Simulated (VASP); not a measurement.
# AlFe (Pm-3m) in VASP: settings compared

AlFe is run at these levels: revPBE+D4, RPBE+D4, revPBE+D3(BJ); tasks: single point, relaxation of cell and atoms.

Everything below comes from runs of VASP 6.6.1. Logs are shortened: lines on timing, memory, paths and dates and some standing lists are left out, and cuts for length are marked.

## (1) The cell of the first run

It takes space group Pm-3m (No. 221, cubic). The conventional cell has a = 2.842 Å, b = 2.842 Å, c = 2.842 Å, α = 90.00°, β = 90.00°, γ = 90.00°. Fe (site symmetry m-3m) has 8 Al at 2.46 Å and 6 Fe at 2.84 Å within 3.2 Å. Al (site symmetry m-3m) has 8 Fe at 2.46 Å and 6 Al at 2.84 Å within 3.2 Å.

## (2) Single point, revPBE+D4, collinear spin, ferromagnetic start

Contents of INCAR:

```
PREC = Accurate ; ENCUT = 520
EDIFF = 1E-6 ; ISMEAR = -1
SIGMA = 0.05 ; LREAL = False
LASPH = True ; NELM = 150
ALGO = Normal ; ISIF = 2
LWAVE = False ; LCHARG = False
ISPIN = 2 ; MAGMOM = 3 0
LORBIT = 11 ; LMAXMIX = 4
GGA = RE ; IVDW = 13
NBANDS = 16
```

Contents of KPOINTS:

```
Automatic mesh
0
Gamma
  9 9 9
```

Contents of POSCAR:

```
AlFe
1.0
    2.8417597928      0.0000000000      0.0000000000
    0.0000000000      2.8417597928      0.0000000000
    0.0000000000      0.0000000000      2.8417597928
Fe Al
1 1
Direct
    0.5000000000      0.5000000000      0.5000000000
    0.0000000000      0.0000000000      0.0000000000
```

Potentials or basis: VASP PAW PBE potentials, release 64 (Fe, Al).

The run is started by

```bash
$ cat potpaw_PBE.64/Fe/POTCAR potpaw_PBE.64/Al/POTCAR > POTCAR
$ mpirun -np 1 vasp_std > vasp.out
```

OUTCAR:

```text
PREC = Accurate
   ENCUT = 520
   EDIFF = 1E-6
   ISMEAR = -1
   LREAL = False
   LASPH = True
   NELM = 150
   ISIF = 2
   ISPIN = 2
   LORBIT = 11
   GGA = RE
   IVDW = 13

 ion  position               nearest neighbor table
   1  0.500  0.500  0.500-   2 2.46   2 2.46   2 2.46   2 2.46   2 2.46   2 2.46   2 2.46   2 2.46

   2  0.000  0.000  0.000-   1 2.46   1 2.46   1 2.46   1 2.46   1 2.46   1 2.46   1 2.46   1 2.46

  LATTYP: Found a simple cubic cell.
 ALAT       =     2.8417597928

  Lattice vectors:

 A1 = (   2.8417597928,   0.0000000000,   0.0000000000)
 A2 = (   0.0000000000,   2.8417597928,   0.0000000000)
 A3 = (   0.0000000000,   0.0000000000,   2.8417597928)

Analysis of symmetry for initial positions (statically):
=====================================================================
 Subroutine PRICEL returns:
 Original cell was already a primitive cell.

 Routine SETGRP: Setting up the symmetry group for a
 simple cubic supercell.

 Subroutine GETGRP returns: Found 48 space group operations
 (whereof 48 operations were pure point group operations)
 out of a pool of 48 trial point group operations.

The static configuration has the point symmetry O_h .

Analysis of symmetry for dynamics (positions and initial velocities):
=====================================================================
 Subroutine PRICEL returns:
 Original cell was already a primitive cell.

 Routine SETGRP: Setting up the symmetry group for a
 simple cubic supercell.

 Subroutine GETGRP returns: Found 48 space group operations
 (whereof 48 operations were pure point group operations)
 out of a pool of 48 trial point group operations.

The dynamic configuration has the point symmetry O_h .

Analysis of structural, dynamic, and magnetic symmetry:
=====================================================================
 Subroutine PRICEL returns:
 Original cell was already a primitive cell.

 Routine SETGRP: Setting up the symmetry group for a
 simple cubic supercell.

 Subroutine GETGRP returns: Found 48 space group operations
 (whereof 48 operations were pure point group operations)
 out of a pool of 48 trial point group operations.

The overall configuration has the point symmetry O_h .

 Subroutine INISYM returns: Found 48 space group operations
 (whereof 48 operations are pure point group operations),
 and found     1 'primitive' translations

----------------------------------------------------------------------------------------

                                     Primitive cell

  volume of cell :      22.9489

  direct lattice vectors                    reciprocal lattice vectors
     2.841759793  0.000000000  0.000000000     0.351894626  0.000000000  0.000000000
     0.000000000  2.841759793  0.000000000     0.000000000  0.351894626  0.000000000
     0.000000000  0.000000000  2.841759793     0.000000000  0.000000000  0.351894626

  length of vectors
     2.841759793  2.841759793  2.841759793     0.351894626  0.351894626  0.351894626

  position of ions in fractional coordinates (direct lattice)
     0.500000000  0.500000000  0.500000000
     0.000000000  0.000000000  0.000000000

  ion indices of the primitive-cell ions
   primitive index   ion index
                 1           1
                 2           2

----------------------------------------------------------------------------------------

 KPOINTS: Automatic mesh

Automatic generation of k-mesh.
 Grid dimensions read from file:
 generate k-points for:    9    9    9

 Generating k-lattice:

  Cartesian coordinates                     Fractional coordinates (reciprocal lattice)
     0.039099403  0.000000000  0.000000000     0.111111111  0.000000000  0.000000000
     0.000000000  0.039099403  0.000000000     0.000000000  0.111111111  0.000000000
     0.000000000  0.000000000  0.039099403     0.000000000  0.000000000  0.111111111

  Length of vectors
     0.039099403  0.039099403  0.039099403

  Shift w.r.t. Gamma in fractional coordinates (k-lattice)
     0.000000000  0.000000000  0.000000000

 Subroutine IBZKPT returns following result:
 ===========================================

 Found     35 irreducible k-points:

 Following reciprocal coordinates:
            Coordinates               Weight
  0.000000  0.000000  0.000000      1.000000
  0.111111  0.000000  0.000000      6.000000
  0.222222  0.000000  0.000000      6.000000
  0.333333  0.000000  0.000000      6.000000
  0.444444  0.000000  0.000000      6.000000
  0.111111  0.111111  0.000000     12.000000
[... 16 lines left out ...]
  0.333333  0.333333  0.111111     24.000000
  0.444444  0.333333  0.111111     48.000000
 [... further k-points ...]
   k-points           NKPTS =     35   k-points in BZ     NKDIM =     35   number of bands    NBANDS=     16
   number of dos      NEDOS =    301   number of ions     NIONS =      2
   total plane-waves  NPLWV =  13824
   dimension x,y,z NGX =    24 NGY =   24 NGZ =   24
   dimension x,y,z NGXF=    48 NGYF=   48 NGZF=   48
   ions per type =               1   1
   NGX,Y,Z   is equivalent  to a cutoff of  14.04, 14.04, 14.04 a.u.
   NGXF,Y,Z  is equivalent  to a cutoff of  28.08, 28.08, 28.08 a.u.
 SYSTEM =  unknown system
   PREC   = accura    normal or accurate (medium, high low for compatibility)
   ISTART =      0    job   : 0-new  1-cont  2-samecut
   ICHARG =      2    charge: 1-file 2-atom 10-const
   ISPIN  =      2    spin polarized calculation?
   LNONCOLLINEAR =      F non collinear calculations
   LSORBIT =      F    spin-orbit coupling
   LASPH  =      T    aspherical Exc in radial PAW
   ENCUT  =  520.0 eV  38.22 Ry    6.18 a.u.   5.28  5.28  5.28*2*pi/ulx,y,z
   NELM   =    150;   NELMIN=  2; NELMDL= -5     # of ELM steps
   EDIFF  = 0.1E-05   stopping-criterion for ELM
   LREAL  =      F    real-space projection
[... 7 lines left out ...]
   TEBEG  =    0.0;   TEEND  =   0.0 temperature during run
   PSTRESS=    0.0 pullay stress
   NELECT =      11.0000    total number of electrons
   NUPDOWN=      -1.0000    fix difference up-down
   EMIN   =  10.00;   EMAX   =-10.00  energy-range for DOS
   EFERMI =   0.00;   METHOD = LEGACY
   ISMEAR =    -1;   SIGMA  =   0.05  broadening in eV -4-tet -1-fermi 0-gaus
   EFERMI_NEDOS =   21; number of points for ismear=-14 and -15
   IALGO  =     38    algorithm
   IMIX   =      4    mixing-type and parameters
     AMIX     =   0.40;   BMIX     =  1.00
     AMIX_MAG =   1.60;   BMIX_MAG =  1.00
  volume/ion in A,a.u.               =      11.47        77.43
  Fermi-wavevector in a.u.,A,eV,Ry     =   1.281204  2.421125 22.333749  1.641484
  Thomas-Fermi vector in A             =   2.413588
   LORBIT       =     11    0 simple, 1 ext, 2 COOP (PROOUT), +10 PAW based schemes
   GGA     = RE    functional components
   LHFCALC =     F    Hartree Fock is set to
   AEXX    =    0.0000 exact exchange contribution
   IVDW    =    13    specifies the selected vdW correction
   LEPSILON=     F    determine dielectric tensor
   LRPA    =     F    only Hartree local field effects (RPA)
 spin polarized calculation
  energy-cutoff  :      520.00
  volume of cell :       22.95
 maximum number of plane-waves:       635
 NGX is ok and might be reduce to    24
   NGX = 11   NGY = 11   NGZ = 11

 number of electron      11.0000004 magnetization       0.6063956

 Free energy of the ion-electron system (eV)
  ---------------------------------------------------
  ext. energy  EPLUGINS =         0.00000000
  ---------------------------------------------------
  free energy    TOTEN  =       -11.99401527 eV

  energy without entropy =      -11.97691037  energy(sigma->0) =      -11.98546282

 E-fermi :   8.4264     XC(G=0): -12.2560

 val. band max:        8.4216842550   @ k =   0.4444   0.2222   0.1111
 cond. band min:       8.4781408983   @ k =   0.4444   0.4444   0.2222
 fundamental gap:      0.0564566433
 Fermi energy:         8.4264256682

 spin component 1

 k-point     1 :       0.0000    0.0000    0.0000
  band No.  band energies     occupation
      1      -2.1358      1.00000
      2       5.8783      1.00000
      3       5.8783      1.00000
      4       8.1071      0.99832
      5       8.1071      0.99832
      6       8.1071      0.99832
[... 8 lines left out ...]
     15      30.6998      0.00000
     16      32.4662      0.00000
[... 419 lines left out ...]
 k-point    24 :       0.4444    0.3333    0.1111
  band No.  band energies     occupation
      1       2.9094      1.00000
      2       4.6577      1.00000
      3       6.1189      1.00000
      4       6.8706      1.00000
      5       7.5899      1.00000
      6       7.7267      1.00000
[... 8 lines left out ...]
     15      29.6333      0.00000
     16      30.6787      0.00000

 [... further k-points ...]

 spin component 2

 k-point     1 :       0.0000    0.0000    0.0000
  band No.  band energies     occupation
      1      -2.1397      1.00000
      2       6.1589      1.00000
      3       6.1589      1.00000
      4       8.8876      0.00010
      5       8.8876      0.00010
      6       8.8876      0.00010
[... 8 lines left out ...]
     15      30.7376      0.00000
     16      32.4345      0.00000
[... 419 lines left out ...]
 k-point    24 :       0.4444    0.3333    0.1111
  band No.  band energies     occupation
      1       2.9944      1.00000
      2       4.7876      1.00000
      3       6.4382      1.00000
      4       7.2312      1.00000
      5       8.2231      0.98315
      6       8.3020      0.92336
[... 8 lines left out ...]
     15      29.7797      0.00000
     16      30.6652      0.00000

 [... further k-points ...]

------------------------ aborting loop because EDIFF is reached ----------------------------------------

  DFT-D4 for vdW energy calculation

  Edisp (eV):   -1.37794

  FORCE on cell =-STRESS in cart. coord.  units (eV):
  Direction    XX          YY          ZZ          XY          YZ          ZX
  --------------------------------------------------------------------------------------
  -------------------------------------------------------------------------------------
  Total      -0.03362    -0.03362    -0.03362    -0.00000     0.00000    -0.00000
  in kB      -2.34742    -2.34742    -2.34742    -0.00000     0.00000    -0.00000
  external pressure =       -2.35 kB  Pullay stress =        0.00 kB

 VOLUME and BASIS-vectors are now :
 -----------------------------------------------------------------------------
  energy-cutoff  :      520.00
  volume of cell :       22.95
      direct lattice vectors                 reciprocal lattice vectors
     2.841759793  0.000000000  0.000000000     0.351894626  0.000000000  0.000000000
     0.000000000  2.841759793  0.000000000     0.000000000  0.351894626  0.000000000
     0.000000000  0.000000000  2.841759793     0.000000000  0.000000000  0.351894626

 POSITION                                       TOTAL-FORCE (eV/Angst)
 -----------------------------------------------------------------------------------
      1.42088      1.42088      1.42088         0.000000      0.000000      0.000000
      0.00000      0.00000      0.00000         0.000000      0.000000      0.000000
 -----------------------------------------------------------------------------------
    total drift:                                0.000000     -0.000000     -0.000000

  FREE ENERGIE OF THE ION-ELECTRON SYSTEM (eV)
  ---------------------------------------------------
  free  energy   TOTEN  =       -13.3719524543 eV

  energy  without entropy=      -13.3548475483  energy(sigma->0) =      -13.36340000

 total charge

# of ion       s       p       d       tot
------------------------------------------
    1        0.445   0.531   6.509   7.484
    2        0.407   0.452   0.000   0.859
--------------------------------------------------
tot          0.852   0.983   6.509   8.343

 magnetization (x)

# of ion       s       p       d       tot
------------------------------------------
    1       -0.001   0.004   0.645   0.647
    2       -0.007  -0.015   0.000  -0.022
--------------------------------------------------
tot         -0.008  -0.011   0.645   0.626
```

Run time: 21 s. Hardware: 1 thread of Intel Xeon Platinum 8559C (Emerald Rapids), shared host; peak memory 0.15 GiB.

What came out:

```yaml
Free_energy: -13.3720 eV
Pressure: -0.2 GPa
Net_moment: 0.61 μB per cell
Site_moments: Fe +0.65; Al -0.02 μB
Valence_electrons_inside_the_program's_atomic_spheres: Fe 7.48; Al 0.86
Dispersion_energy_per_atom: -0.689 eV
```

Levels at points of the mesh, in eV from the Fermi level:
Spin up:
| k point | band 2 | band 3 | band 4 | band 5 | band 6 | band 7 | band 8 | band 9 | band 10 | band 11 |
| --- | --- | --- | --- | --- | --- | --- | --- | --- | --- | --- |
| (0.00, 0.00, 0.00) | -2.55 | -2.55 | -0.32 | -0.32 | -0.32 | 6.63 | 6.63 | 6.63 | 9.51 | 9.51 |
Spin down:
| k point | band 2 | band 3 | band 4 | band 5 | band 6 | band 7 | band 8 | band 9 |
| --- | --- | --- | --- | --- | --- | --- | --- | --- |
| (0.00, 0.00, 0.00) | -2.27 | -2.27 | 0.46 | 0.46 | 0.46 | 6.65 | 6.65 | 6.65 |

Caveat: the PAW data sets were made with another functional, which shifts forces and pressure a little.

## (3) Relaxation of cell and atoms, RPBE+D4, collinear spin, ferromagnetic start

This run uses another cell than the first one, of 12.32 Å³/atom.

Contents of INCAR:

```
SYSTEM = AlFe
PREC = Accurate ; ENCUT = 600
EDIFF = 1E-6 ; ISMEAR = -1
SIGMA = 0.05 ; LREAL = .False.
LASPH = .True. ; NELM = 150
ALGO = Normal ; ISIF = 3
LWAVE = .False. ; LCHARG = .False.
ISPIN = 2 ; MAGMOM = 3 0
LORBIT = 11 ; LMAXMIX = 4
GGA = RP ; IVDW = 13
IBRION = 2 ; NSW = 60
EDIFFG = -0.01
```

Contents of KPOINTS:

```
Automatic mesh
0
Gamma
  9 9 9
  0 0 0
```

Contents of POSCAR:

```
AlFe
1.0
    2.9100000000      0.0000000000      0.0000000000
    0.0000000000      2.9100000000      0.0000000000
    0.0000000000      0.0000000000      2.9100000000
Fe Al
1 1
Direct
    0.5000000000      0.5000000000      0.5000000000
    0.0000000000      0.0000000000      0.0000000000
```

Potentials or basis: VASP PAW PBE potentials, release 64 (Fe, Al).

The run is started by

```bash
$ cat potpaw_PBE.64/Fe/POTCAR potpaw_PBE.64/Al/POTCAR > POTCAR
$ mpirun -np 1 vasp_std > vasp.out
```

OUTCAR:

```text
SYSTEM = AlFe
   PREC = Accurate
   ENCUT = 600
   EDIFF = 1E-6
   ISMEAR = -1
   LREAL = .False.
   LASPH = .True.
   NELM = 150
   ISIF = 3
   ISPIN = 2
   LORBIT = 11
   GGA = RP
   IVDW = 13
   IBRION = 2
   NSW = 60
   EDIFFG = -0.01

 ion  position               nearest neighbor table
   1  0.500  0.500  0.500-   2 2.52   2 2.52   2 2.52   2 2.52   2 2.52   2 2.52   2 2.52   2 2.52

   2  0.000  0.000  0.000-   1 2.52   1 2.52   1 2.52   1 2.52   1 2.52   1 2.52   1 2.52   1 2.52

  LATTYP: Found a simple cubic cell.
 ALAT       =     2.9100000000

  Lattice vectors:

 A1 = (   2.9100000000,   0.0000000000,   0.0000000000)
 A2 = (   0.0000000000,   2.9100000000,   0.0000000000)
 A3 = (   0.0000000000,   0.0000000000,   2.9100000000)

Analysis of symmetry for initial positions (statically):
=====================================================================
 Subroutine PRICEL returns:
 Original cell was already a primitive cell.

 Routine SETGRP: Setting up the symmetry group for a
 simple cubic supercell.

 Subroutine GETGRP returns: Found 48 space group operations
 (whereof 48 operations were pure point group operations)
 out of a pool of 48 trial point group operations.

The static configuration has the point symmetry O_h .

Analysis of symmetry for dynamics (positions and initial velocities):
=====================================================================
 Subroutine PRICEL returns:
 Original cell was already a primitive cell.

 Routine SETGRP: Setting up the symmetry group for a
[... 256 lines left out ...]

  energy without entropy =      -11.79876645  energy(sigma->0) =      -11.80729312

 E-fermi :   8.4771     XC(G=0): -12.2453

 val. band max:        8.4729442664   @ k =   0.4444   0.2222   0.1111
 cond. band min:       8.5273431581   @ k =   0.4444   0.4444   0.2222
 fundamental gap:      0.0543988917
 Fermi energy:         8.4771191627

 spin component 1

 k-point     1 :       0.0000    0.0000    0.0000
  band No.  band energies     occupation
      1      -2.0985      1.00000
      2       5.9217      1.00000
      3       5.9217      1.00000
      4       8.1526      0.99849
      5       8.1526      0.99848
      6       8.1526      0.99848
      7      15.1221      0.00000
      8      15.1221      0.00000
      9      15.1221      0.00000
     10      17.9914      0.00000
     11      17.9914      0.00000
[... 310 lines left out ...]
  band No.  band energies     occupation
      1       2.9521      1.00000
      2       4.7007      1.00000
      3       6.1614      1.00000
      4       6.9164      1.00000
      5       7.6352      1.00000
      6       7.7720      1.00000
      7       9.5393      0.00000
      8      13.0871      0.00000
      9      14.4264      0.00000
     10      18.8488      0.00000
     11      21.0094      0.00000

 [... further k-points ...]

 spin component 2

 k-point     1 :       0.0000    0.0000    0.0000
  band No.  band energies     occupation
      1      -2.1035      1.00000
      2       6.2031      1.00000
      3       6.2031      1.00000
      4       8.9405      0.00009
      5       8.9405      0.00009
      6       8.9405      0.00009
      7      15.1447      0.00000
      8      15.1447      0.00000
      9      15.1447      0.00000
     10      18.0289      0.00000
     11      18.0289      0.00000
[... 355 lines left out ...]
  FREE ENERGIE OF THE ION-ELECTRON SYSTEM (eV)
  ---------------------------------------------------
  free  energy   TOTEN  =       -13.4082392575 eV

  energy  without entropy=      -13.3911859088  energy(sigma->0) =      -13.39971258

 reached required accuracy - stopping structural energy minimisation

 total charge

# of ion       s       p       d       tot
------------------------------------------
    1        0.445   0.533   6.508   7.486
    2        0.408   0.453   0.000   0.861
--------------------------------------------------
tot          0.853   0.986   6.508   8.348

 magnetization (x)

# of ion       s       p       d       tot
------------------------------------------
    1       -0.001   0.003   0.647   0.649
    2       -0.007  -0.015   0.000  -0.022
--------------------------------------------------
tot         -0.008  -0.011   0.647   0.627
```

CONTCAR:

```text
AlFe
   1.00000000000000
     2.8398586208531742    0.0000000000000000   -0.0000000000000000
    -0.0000000000000000    2.8398586208531742    0.0000000000000000
     0.0000000000000000   -0.0000000000000000    2.8398586208531742
  Fe              Al
     1     1
Direct
     0.5000000000000000    0.5000000000000000    0.5000000000000000
     0.0000000000000000    0.0000000000000000    0.0000000000000000

  0.00000000E+00  0.00000000E+00  0.00000000E+00
  0.00000000E+00  0.00000000E+00  0.00000000E+00
```

It took 34 s on 1 thread of Intel Xeon Platinum 8559C (Emerald Rapids), shared host; peak memory 0.16 GiB.

What came out:

* Free energy: -13.4082 eV
* Relaxed volume: 11.45 Å³/atom
* Relaxed cell: a = 2.840 Å, b = 2.840 Å, c = 2.840 Å, α = 90.00°, β = 90.00°, γ = 90.00°
* Space group after relaxing (to 0.1 Å): Pm-3m (No. 221)
* Energy gained by relaxing: 34.5 meV/atom
* Ionic steps: 3
* Pressure after relaxing: -0.1 GPa
* Net moment: 0.61 μB per cell
* Site moments: Fe +0.65; Al -0.02 μB
* Valence electrons inside the program's atomic spheres: Fe 7.49; Al 0.86
* Dispersion energy per atom: -0.796 eV

The path:
```
step  energy change (eV)  largest force (eV/Å)  pressure (GPa)  volume (Å³)
   1              0.0000                0.0000          -11.78        24.64
   2             -0.0176                0.0000           12.96        21.55
   3             -0.0691                0.0000           -0.10        22.90
```

Final structure:
```
Fe Al
1.0
     2.83986    0.00000    0.00000
     0.00000    2.83986    0.00000
     0.00000    0.00000    2.83986
Fe Al
1 1
Direct
  0.50000 0.50000 0.50000
  0.00000 0.00000 0.00000
```

Caveat: the PAW data sets were made with another functional, which shifts forces and pressure a little.

(Continued in part 2 of 2.)
